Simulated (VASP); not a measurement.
WC, 16 atoms in the cell. The typed cell holds 16 atoms: a = 5.802 Å, b = 5.024 Å, c = 5.694 Å, α = 90.00°, β = 90.00°, γ = 90.00°. 

| Property | Result |
| --- | --- |
| Program | VASP 6.6.1 |
| Task | single point |
| Functional | PBE |
| Potentials or basis | VASP PAW PBE potentials, release 64 (W_sv, C) |
| Cutoff | 520 eV |
| k mesh | 2 × 2 × 2 |
| Occupations | fermi-dirac, width 0.17 eV |
| Spin | no spin polarisation |
| Dipole correction | no |
| Further INCAR settings | LREAL = Auto; ALGO = Normal; EDIFF = 1e-06; NBANDS = 86 |

Potentials or basis: VASP PAW PBE potentials, release 64 (W_sv, C).

Command:

```sh
$ cat potpaw_PBE.64/W_sv/POTCAR potpaw_PBE.64/C/POTCAR > POTCAR
$ mpirun -np 1 vasp_std > vasp.out
```

Hardware: 1 thread of AMD EPYC 9R45 96-Core Processor (Zen 5) (shared host).

Q: Estimate the wall time of this run.

A: It took 2.7 min on 1 thread of AMD EPYC 9R45 96-Core Processor (Zen 5), on a shared host, peak memory 0.28 GiB. Counts: scf iterations 17, k points 8.
